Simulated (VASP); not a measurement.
# MgI2 (Fm-3m) in VASP: a series of runs, part 2 of 2

VASP 6.6.1.

## (4) Single point, HSE06

This run uses another cell than the first one, of 34.85 Å³/atom.

Input file POSCAR:

```
MgI2
1.0
    0.0000000000      3.7392558877      3.7392558877
    3.7392558877      0.0000000000      3.7392558877
    3.7392558877      3.7392558877      0.0000000000
Mg I
1 2
Direct
    0.0000000000      0.0000000000      0.0000000000
    0.2500000000      0.2500000000      0.2500000000
    0.7500000000      0.7500000000      0.7500000000
```

Input file INCAR.step1:

```
SYSTEM = MgI2
PREC     = Accurate       ! precision mode
ENCUT    = 520            ! plane-wave cutoff, eV
EDIFF    = 1E-5           ! SCF threshold, eV
ISMEAR   = -1             ! smearing method
SIGMA    = 0.02           ! smearing width, eV
LREAL    = .FALSE.        ! projectors in reciprocal space
LASPH    = .TRUE.         ! aspherical terms in the spheres
NELM     = 60             ! most SCF steps
ALGO     = Normal         ! electronic algorithm
ISIF     = 2              ! what is computed and relaxed
LWAVE    = .TRUE.         ! write WAVECAR
GGA      = PE             ! functional
NBANDS   = 15             ! bands
```

Input file INCAR.step2:

```
SYSTEM = MgI2
PREC     = Accurate       ! precision mode
ENCUT    = 520            ! plane-wave cutoff, eV
EDIFF    = 1E-6           ! SCF threshold, eV
ISMEAR   = -1             ! smearing method
SIGMA    = 0.02           ! smearing width, eV
LREAL    = .FALSE.        ! projectors in reciprocal space
LASPH    = .TRUE.         ! aspherical terms in the spheres
NELM     = 60             ! most SCF steps
ALGO     = Normal         ! electronic algorithm
ISIF     = 2              ! what is computed and relaxed
LWAVE    = .FALSE.        ! write WAVECAR
LCHARG   = .TRUE.         ! write CHGCAR
GGA      = PE             ! functional
LHFCALC  = .TRUE.         ! exact exchange
HFSCREEN = 0.2079         ! screening, 1/A
PRECFOCK = Normal       
LELF     = .TRUE.         ! ELF
LVHAR    = .TRUE.       
ISTART   = 1            
NBANDS   = 15             ! bands
```

Input file KPOINTS:

```
regular mesh
0
G
  4 4 4
  0 0 0
```

On the command line:

```
$ cat potpaw_PBE.64/Mg/POTCAR potpaw_PBE.64/I/POTCAR > POTCAR
$ cp INCAR.step1 INCAR
$ mpirun -np 1 vasp_std > vasp.out
$ cp INCAR.step2 INCAR
$ mpirun -np 1 vasp_std > vasp.out
```

Run time: 27 min. Hardware: 1 thread of AMD EPYC 7R13, shared host; peak memory 0.33 GiB.

Results (log left out):

```yaml
Free_energy: -7.7758 eV
Pressure: -0.2 GPa
Band_gap_on_the_k_mesh: 1.40 eV (least direct gap 1.77 eV)
```

Levels at points of the mesh, in eV from the valence-band top:
```csv
k point,band 6,band 7,band 8,band 9,band 10,band 11
"(0.00, 0.00, 0.00)",-1.23,-1.23,-1.23,1.40,3.88,3.88
"(0.50, 0.00, 0.00)",-2.75,-2.49,-2.49,3.54,6.02,6.02
"(0.50, 0.50, 0.00)",-0.56,-0.56,0.00,1.77,4.99,7.48
```

Caveat: the structure was generated, so it needn't be the stable form of MgI2; the PAW data sets were made with another functional, which shifts forces and pressure a little; spin-orbit coupling is left out, which moves the levels of the heavy elements. A k mesh can miss the band edges.

## (5) Single point, HSE06

This run uses another cell than the first one, of 35.32 Å³/atom.

Input file POSCAR:

```
MgI2
1.0
    0.0000000000      3.7557205824      3.7557205824
    3.7557205824      0.0000000000      3.7557205824
    3.7557205824      3.7557205824      0.0000000000
Mg I
1 2
Direct
    0.0000000000      0.0000000000      0.0000000000
    0.2500000000      0.2500000000      0.2500000000
    0.7500000000      0.7500000000      0.7500000000
```

Input file INCAR.step1:

```
SYSTEM = MgI2
  PREC = Accurate
  ENCUT = 520
  EDIFF = 1E-5
  ISMEAR = 0
  SIGMA = 0.01
  LREAL = .FALSE.
  LASPH = .TRUE.
  NELM = 60
  ALGO = Normal
  ISIF = 2
  LWAVE = .TRUE.
  LCHARG = .FALSE.
  NBANDS = 15
  GGA = PE
```

Input file INCAR.step2:

```
SYSTEM = MgI2
  PREC = Accurate
  ENCUT = 520
  EDIFF = 1E-6
  ISMEAR = 0
  SIGMA = 0.01
  LREAL = .FALSE.
  LASPH = .TRUE.
  NELM = 60
  ALGO = Normal
  ISIF = 2
  LWAVE = .FALSE.
  LCHARG = .FALSE.
  GGA = PE
  LHFCALC = .TRUE.
  HFSCREEN = 0.2079
  PRECFOCK = Normal
  NBANDS = 15
  ISTART = 1
```

Input file KPOINTS:

```
Automatic mesh
0
G
  4 4 4
  0 0 0
```

Potentials or basis: VASP PAW PBE potentials, release 64 (Mg, I).

On the command line:

```
$ cat potpaw_PBE.64/Mg/POTCAR potpaw_PBE.64/I/POTCAR > POTCAR
$ cp INCAR.step1 INCAR
$ mpirun -np 1 vasp_std > vasp.out
$ cp INCAR.step2 INCAR
$ mpirun -np 1 vasp_std > vasp.out
```

OUTCAR:

```text
SYSTEM = MgI2
   PREC = Accurate
   ENCUT = 520
   EDIFF = 1E-6
   ISMEAR = 0
   LREAL = .FALSE.
   LASPH = .TRUE.
   NELM = 60
   ISIF = 2
   GGA = PE
   LHFCALC = .TRUE.
   HFSCREEN = 0.2079
   PRECFOCK = Normal
   ISTART = 1

 ion  position               nearest neighbor table
   1  0.000  0.000  0.000-   3 3.25   3 3.25   3 3.25   2 3.25   3 3.25   2 3.25   2 3.25   2 3.25

   2  0.250  0.250  0.250-   1 3.25   1 3.25   1 3.25   1 3.25
   3  0.750  0.750  0.750-   1 3.25   1 3.25   1 3.25   1 3.25

  LATTYP: Found a face centered cubic cell.
 ALAT       =     7.5114411648

  Lattice vectors:

 A1 = (   0.0000000000,   3.7557205824,   3.7557205824)
 A2 = (   3.7557205824,   0.0000000000,   3.7557205824)
 A3 = (   3.7557205824,   3.7557205824,   0.0000000000)

Analysis of symmetry for initial positions (statically):
=====================================================================
 Subroutine PRICEL returns:
 Original cell was already a primitive cell.

 Routine SETGRP: Setting up the symmetry group for a
 face centered cubic supercell.

 Subroutine GETGRP returns: Found 48 space group operations
 (whereof 48 operations were pure point group operations)
 out of a pool of 48 trial point group operations.

The static configuration has the point symmetry O_h .

Analysis of symmetry for dynamics (positions and initial velocities):
=====================================================================
 Subroutine PRICEL returns:
 Original cell was already a primitive cell.

 Routine SETGRP: Setting up the symmetry group for a
 face centered cubic supercell.

 Subroutine GETGRP returns: Found 48 space group operations
 (whereof 48 operations were pure point group operations)
 out of a pool of 48 trial point group operations.

The dynamic configuration has the point symmetry O_h .

 Subroutine INISYM returns: Found 48 space group operations
 (whereof 48 operations are pure point group operations),
 and found     1 'primitive' translations

----------------------------------------------------------------------------------------

                                     Primitive cell

  volume of cell :     105.9522

  direct lattice vectors                    reciprocal lattice vectors
     0.000000000  3.755720582  3.755720582    -0.133130245  0.133130245  0.133130245
     3.755720582  0.000000000  3.755720582     0.133130245 -0.133130245  0.133130245
     3.755720582  3.755720582  0.000000000     0.133130245  0.133130245 -0.133130245

  length of vectors
     5.311390984  5.311390984  5.311390984     0.230588348  0.230588348  0.230588348

  position of ions in fractional coordinates (direct lattice)
     0.000000000  0.000000000  0.000000000
     0.250000000  0.250000000  0.250000000
     0.750000000  0.750000000  0.750000000

  ion indices of the primitive-cell ions
   primitive index   ion index
                 1           1
                 2           2
                 3           3

----------------------------------------------------------------------------------------

[... 40 lines left out ...]
   NGX,Y,Z   is equivalent  to a cutoff of  12.52, 12.52, 12.52 a.u.
   NGXF,Y,Z  is equivalent  to a cutoff of  25.04, 25.04, 25.04 a.u.
 SYSTEM =  MgI2
   PREC   = accura    normal or accurate (medium, high low for compatibility)
   ISTART =      1    job   : 0-new  1-cont  2-samecut
   ICHARG =      0    charge: 1-file 2-atom 10-const
   ISPIN  =      1    spin polarized calculation?
   LNONCOLLINEAR =      F non collinear calculations
   LSORBIT =      F    spin-orbit coupling
   LASPH  =      T    aspherical Exc in radial PAW
   ENCUT  =  520.0 eV  38.22 Ry    6.18 a.u.   9.88  9.88  9.88*2*pi/ulx,y,z
   NELM   =     60;   NELMIN=  2; NELMDL=  0     # of ELM steps
   EDIFF  = 0.1E-05   stopping-criterion for ELM
   LREAL  =      F    real-space projection
   EDIFFG = 0.1E-04   stopping-criterion for IOM
   NSW    =      0    number of steps for IOM
   IBRION =     -1    ionic relax: 0-MD 1-quasi-New 2-CG
   NFREE  =      0    steps in history (QN), initial steepest desc. (CG)
   ISIF   =      2    stress and relaxation
   ISYM   =      3    0-nonsym 1-usesym 2-fastsym
   POTIM  = 0.5000    time-step for ionic-motion
   TEBEG  =    0.0;   TEEND  =   0.0 temperature during run
   PSTRESS=    0.0 pullay stress
   NELECT =      16.0000    total number of electrons
   NUPDOWN=      -1.0000    fix difference up-down
   EMIN   =  10.00;   EMAX   =-10.00  energy-range for DOS
   EFERMI =   0.00;   METHOD = LEGACY
   ISMEAR =     0;   SIGMA  =   0.01  broadening in eV -4-tet -1-fermi 0-gaus
   EFERMI_NEDOS =   21; number of points for ismear=-14 and -15
   IALGO  =     38    algorithm
   IMIX   =      1    mixing-type and parameters
     AMIX     =   0.40;   BMIX     =  1.00
     AMIX_MAG =   1.60;   BMIX_MAG =  1.00
  volume/ion in A,a.u.               =      35.32       238.33
  Fermi-wavevector in a.u.,A,eV,Ry     =   0.871789  1.647443 10.340654  0.760017
  Thomas-Fermi vector in A             =   1.990947
   LORBIT       =      0    0 simple, 1 ext, 2 COOP (PROOUT), +10 PAW based schemes
   GGA     = PE    functional components
   LHFCALC =     T    Hartree Fock is set to
   PRECFOCK=normal    Normal, Fast or Accurate (Low or Medium for compatibility)
   ENCUT4O =  -1.0   cutoff for four orbital integrals eV
   NKREDX  =     1    reduce k-point grid by
   NKREDY  =     1    reduce k-point grid by
   NKREDZ  =     1    reduce k-point grid by
   AEXX    =    0.2500 exact exchange contribution
   HFSCREEN=    0.2079 screening length (either q_TF or 0.3 A-1)
   HFSCREENC=   0.2079 screening length for correlation (either q_TF or 0.3 A-1)
   ENCUTFOCK=  -1.0 apply spherical cutoff to Coloumb kernel
   IVDW    =     0    specifies the selected vdW correction
   LEPSILON=     F    determine dielectric tensor
   LRPA    =     F    only Hartree local field effects (RPA)
 non-spin polarized calculation
 Gauss-broadening in eV      SIGMA  =   0.01
  energy-cutoff  :      520.00
  volume of cell :      105.95
 maximum number of plane-waves:      2884
  NGX = 30; NGY = 30; NGZ = 30

 number of electron      16.0000001 magnetization

 Free energy of the ion-electron system (eV)
  ---------------------------------------------------
  ext. energy  EPLUGINS =         0.00000000
  ---------------------------------------------------
  free energy    TOTEN  =        -7.77261620 eV

  energy without entropy =       -7.77261620  energy(sigma->0) =       -7.77261620

 E-fermi :   2.7875     XC(G=0):  -6.8084

 val. band max:        2.7053976569   @ k =   0.5000   0.5000   0.0000
 cond. band min:       4.0726879389   @ k =   0.0000   0.0000   0.0000
 fundamental gap:      1.3672902819
 Fermi energy:         2.7874996390

 k-point     1 :       0.0000    0.0000    0.0000
  band No.  band energies     occupation
      1     -11.3575      2.00000
      2      -9.6203      2.00000
      3      -0.5062      2.00000
      4      -0.5062      2.00000
      5      -0.5062      2.00000
      6       1.5021      2.00000
      7       1.5021      2.00000
      8       1.5021      2.00000
      9       4.0727      0.00000
     10       6.6219      0.00000
     11       6.6219      0.00000
     12       6.6219      0.00000
     13       8.7501      0.00000
     14       8.7501      0.00000
[... 113 lines left out ...]
      2     -10.4567      2.00000
      3      -2.3147      2.00000
      4      -1.6979      2.00000
      5       0.0838      2.00000
      6       0.0838      2.00000
      7       2.3429      2.00000
      8       2.4966      2.00000
      9       5.4196      0.00000
     10       7.6885      0.00000
     11       9.0681      0.00000
     12       9.0681      0.00000
     13      11.3408      0.00000
     14      11.5930      0.00000
     15      11.5930      0.00000

------------------------ aborting loop because EDIFF is reached ----------------------------------------

  FORCE on cell =-STRESS in cart. coord.  units (eV):
  Direction    XX          YY          ZZ          XY          YZ          ZX
  --------------------------------------------------------------------------------------
  -------------------------------------------------------------------------------------
  Total       -0.3788130     -0.3788130     -0.3788130      0.0000000     -0.0000000      0.0000000
  in kB       -5.7282990     -5.7282990     -5.7282990      0.0000000     -0.0000000      0.0000000
  external PRESSURE =      -5.7282990 kB  Pullay stress =       0.0000000 kB

 VOLUME and BASIS-vectors are now :
 -----------------------------------------------------------------------------
  energy-cutoff  :      520.00
  volume of cell :      105.95
      direct lattice vectors                 reciprocal lattice vectors
     0.000000000  3.755720582  3.755720582    -0.133130245  0.133130245  0.133130245
     3.755720582  0.000000000  3.755720582     0.133130245 -0.133130245  0.133130245
     3.755720582  3.755720582  0.000000000     0.133130245  0.133130245 -0.133130245

 POSITION                                       TOTAL-FORCE (eV/Angst)
 -----------------------------------------------------------------------------------
      0.00000      0.00000      0.00000        -0.000000     -0.000000      0.000000
      1.87786      1.87786      1.87786        -0.000000      0.000000     -0.000000
      5.63358      5.63358      5.63358         0.000000     -0.000000      0.000000
 -----------------------------------------------------------------------------------
    total drift:                                0.000000      0.000000      0.000000

  FREE ENERGIE OF THE ION-ELECTRON SYSTEM (eV)
  ---------------------------------------------------
  free  energy   TOTEN  =        -7.7726161986 eV

  energy  without entropy=       -7.7726161986  energy(sigma->0) =       -7.77261620
```

It took 22 min on 1 thread of AMD EPYC 7R13, shared host; peak memory 0.33 GiB.

Results:

```yaml
Free_energy: -7.7726 eV
Pressure: -0.6 GPa
Band_gap_on_the_k_mesh: 1.37 eV (least direct gap 1.80 eV)
```

Levels at points of the mesh, in eV from the valence-band top:
| k point | band 6 | band 7 | band 8 | band 9 | band 10 | band 11 |
| --- | --- | --- | --- | --- | --- | --- |
| (0.00, 0.00, 0.00) | -1.20 | -1.20 | -1.20 | 1.37 | 3.92 | 3.92 |
| (0.50, 0.00, 0.00) | -2.70 | -2.44 | -2.44 | 3.51 | 6.02 | 6.02 |
| (0.50, 0.50, 0.00) | -0.54 | -0.54 | 0.00 | 1.80 | 4.97 | 7.46 |

Caveat: the structure was generated, so it needn't be the stable form of MgI2; the PAW data sets were made with another functional, which shifts forces and pressure a little; spin-orbit coupling is left out, which moves the levels of the heavy elements. A k mesh can miss the band edges.

## (6) The runs side by side

| task | level | spin | cell | k mesh | cutoff (eV) | smearing | grid for exact exchange (PRECFOCK) | share of exact exchange | screening parameter | gap on the mesh (eV) | pressure (GPa) |
| --- | --- | --- | --- | --- | --- | --- | --- | --- | --- | --- | --- |
| relaxation of cell and atoms | r2SCAN | off | relaxed from a = 5.323 Å, angles 60.0°, 3 atoms | 6 × 6 × 6 | 600 | fermi-dirac 0.02 eV | - | - | - | 1.30 | 0.0 |
| single point | PBE | non-collinear, zero start, SOC | a = 5.311 Å, angles 60.0°, 3 atoms | 6 × 6 × 6 | 520 | fermi-dirac 0.02 eV | - | - | - | - | 0.2 |
| single point | HSE06 | off | a = 5.288 Å, angles 60.0°, 3 atoms | 4 × 4 × 4 | 520 | fermi-dirac 0.02 eV | Normal | 0.25 | 0.2079 1/Å | 1.40 | -0.2 |
| single point | HSE06 | off | a = 5.311 Å, angles 60.0°, 3 atoms | 4 × 4 × 4 | 520 | gaussian 0.01 eV | Normal | 0.25 | 0.2079 1/Å | 1.37 | -0.6 |

Alike in all rows: potentials or basis VASP PAW PBE potentials, release 64 (Mg, I).

Caveats: the structure was generated, so it needn't be the stable form of MgI2; the PAW data sets were made with another functional, which shifts forces and pressure a little (at least some runs); spin-orbit coupling is left out, which moves the levels of the heavy elements (at least some runs).

Absolute energies hang on the potentials; compare differences alone.
